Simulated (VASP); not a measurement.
# Bi (Im-3m) in VASP: notebook, part 2 of 2

VASP 6.6.1. Earlier steps stand in the parts before.

### 4 Single point, PBEsol

This run uses another cell than the first one, of 25.30 Å³/atom.

The input, INCAR:

```
PREC     = Accurate       # precision mode
ENCUT    = 500            # plane-wave cutoff, eV
EDIFF    = 1E-6           # SCF threshold, eV
ISMEAR   = -1             # smearing method
SIGMA    = 0.1            # smearing width, eV
LREAL    = False          # projectors in reciprocal space
LASPH    = True           # aspherical terms in the spheres
NELM     = 120            # most SCF steps
ALGO     = Normal         # electronic algorithm
ISIF     = 2              # what is computed and relaxed
LWAVE    = False          # write WAVECAR
LCHARG   = False          # write CHGCAR
GGA      = PS             # functional
NBANDS   = 14             # bands
GGA_COMPAT= False
```

The input, KPOINTS:

```
regular mesh
0
Gamma
  9 9 9
```

The input, POSCAR:

```
Bi
1.0
   -1.8492890734      1.8492890734      1.8492890734
    1.8492890734     -1.8492890734      1.8492890734
    1.8492890734      1.8492890734     -1.8492890734
Bi
1
Direct
    0.0000000000      0.0000000000      0.0000000000
```

Run with:

```console
> cat potpaw_PBE.64/Bi_d/POTCAR > POTCAR
> mpirun -np 1 vasp_std > vasp.out
```

Wall time 12 s (1 thread of Intel Xeon Platinum 8488C (Sapphire Rapids), shared host); peak memory 0.13 GiB.

The run converged. Its results:

```yaml
Free_energy: -4.0511 eV
Pressure: 14.9 GPa
Band_gap_on_the_k_mesh: zero (an odd number of electrons rules out a gap without spin polarisation)
```

Levels at points of the mesh, in eV from the Fermi level:
```tsv
k point	band 5	band 6	band 7	band 8	band 9	band 10
(0.00, 0.00, 0.00)	-23.11	-15.36	6.63	6.63	6.63	10.28
```

Caveat: the cell stands under pressure; the PAW data sets were made with another functional, which shifts forces and pressure a little; spin-orbit coupling is left out, which moves the levels of the heavy elements.

### 5 Single point, PBEsol

This run uses another cell than the first one, of 30.03 Å³/atom.

INCAR is that of step 4.

KPOINTS is that of step 4.

The input, POSCAR:

```
Bi
1.0
   -1.9581199260      1.9581199260      1.9581199260
    1.9581199260     -1.9581199260      1.9581199260
    1.9581199260      1.9581199260     -1.9581199260
Bi
1
Direct
    0.0000000000      0.0000000000      0.0000000000
```

Potentials or basis: VASP PAW PBE potentials, release 64 (Bi_d).

Run with:

```console
> cat potpaw_PBE.64/Bi_d/POTCAR > POTCAR
> mpirun -np 1 vasp_std > vasp.out
```

OUTCAR:

```text
PREC = Accurate
   ENCUT = 500
   EDIFF = 1E-6
   ISMEAR = -1
   LREAL = False
   LASPH = True
   NELM = 120
   ISIF = 2
   GGA = PS

 ion  position               nearest neighbor table
   1  0.000  0.000  0.000-

  LATTYP: Found a body centered cubic cell.
 ALAT       =     3.9162398520

  Lattice vectors:

 A1 = (  -1.9581199260,   1.9581199260,   1.9581199260)
 A2 = (   1.9581199260,  -1.9581199260,   1.9581199260)
[... 576 lines left out ...]
      3     -14.6802      2.00000
      4     -14.6392      2.00000
      5     -14.5547      2.00000
      6      -1.8848      2.00000
      7       3.6340      2.00000
      8       7.3046      1.99985
      9      10.9471      0.00000
     10      15.7054      0.00000
     11      17.1793      0.00000
     12      18.2092      0.00000
     13      19.7720      0.00000
     14      26.1832      0.00000

 [... further k-points ...]
[... 5 lines left out ...]
  --------------------------------------------------------------------------------------
  -------------------------------------------------------------------------------------
  Total       -0.0122989     -0.0122989     -0.0122989      0.0000000      0.0000000      0.0000000
  in kB       -0.6561452     -0.6561452     -0.6561452      0.0000000      0.0000000      0.0000000
  external PRESSURE =      -0.6561452 kB  Pullay stress =       0.0000000 kB

 VOLUME and BASIS-vectors are now :
 -----------------------------------------------------------------------------
  energy-cutoff  :      500.00
  volume of cell :       30.03
      direct lattice vectors                 reciprocal lattice vectors
    -1.958119926  1.958119926  1.958119926     0.000000000  0.255346975  0.255346975
     1.958119926 -1.958119926  1.958119926     0.255346975  0.000000000  0.255346975
     1.958119926  1.958119926 -1.958119926     0.255346975  0.255346975  0.000000000

 POSITION                                       TOTAL-FORCE (eV/Angst)
 -----------------------------------------------------------------------------------
      0.00000      0.00000      0.00000        -0.000000      0.000000      0.000000
 -----------------------------------------------------------------------------------
    total drift:                               -0.000000     -0.000000     -0.000000

  FREE ENERGIE OF THE ION-ELECTRON SYSTEM (eV)
  ---------------------------------------------------
  free  energy   TOTEN  =        -4.2397586228 eV

  energy  without entropy=       -4.2239766438  energy(sigma->0) =       -4.23186763
```

OSZICAR:

```text
N       E                     dE             d eps       ncg     rms          rms(c)
DAV:   1     0.115581164947E+03    0.11558E+03   -0.75757E+03   986   0.120E+03
DAV:   2     0.245456013048E+01   -0.11313E+03   -0.10978E+03  1070   0.344E+02
DAV:   3    -0.409625127981E+01   -0.65508E+01   -0.65352E+01  1238   0.794E+01
DAV:   4    -0.424190022198E+01   -0.14565E+00   -0.14563E+00  1208   0.127E+01
DAV:   5    -0.424831322863E+01   -0.64130E-02   -0.64128E-02  1400   0.247E+00    0.489E-01
DAV:   6    -0.424153294485E+01    0.67803E-02   -0.96104E-03  1334   0.139E+00    0.275E-01
DAV:   7    -0.423979610508E+01    0.17368E-02   -0.54413E-03  1304   0.104E+00    0.824E-02
DAV:   8    -0.423976114581E+01    0.34959E-04   -0.49922E-04  1264   0.336E-01    0.961E-03
DAV:   9    -0.423975899240E+01    0.21534E-05   -0.12217E-05  1376   0.480E-02    0.430E-03
DAV:  10    -0.423975862280E+01    0.36961E-06   -0.92148E-07   886   0.961E-03
   1 F= -.42397586E+01 E0= -.42318676E+01  d E =-.157820E-01
```

It took 12 s on 1 thread of Intel Xeon Platinum 8488C (Sapphire Rapids), shared host; peak memory 0.16 GiB.

Results:

```yaml
Free_energy: -4.2398 eV
Pressure: -0.1 GPa
Band_gap_on_the_k_mesh: zero (an odd number of electrons rules out a gap without spin polarisation)
```

Caveat: the PAW data sets were made with another functional, which shifts forces and pressure a little; spin-orbit coupling is left out, which moves the levels of the heavy elements.

### 6 Overview

| cell | gap on the mesh (eV) | pressure (GPa) |
| --- | --- | --- |
| a = 3.029 Å, angles 109.5°, 1 atom | none | 44.9 |
| a = 3.100 Å, angles 109.5°, 1 atom | none | 29.9 |
| a = 3.203 Å, angles 109.5°, 1 atom | none | 14.9 |
| a = 3.392 Å, angles 109.5°, 1 atom | none | -0.1 |

Alike in all rows: task single point; level PBEsol; potentials or basis VASP PAW PBE potentials, release 64 (Bi_d); no spin polarisation; k mesh 9 × 9 × 9; cutoff (eV) 500; smearing fermi-dirac 0.1 eV.

Caveats: the PAW data sets were made with another functional, which shifts forces and pressure a little; spin-orbit coupling is left out, which moves the levels of the heavy elements; the cell stands under pressure (at least some runs).

Absolute energies hang on the potentials; compare differences alone.
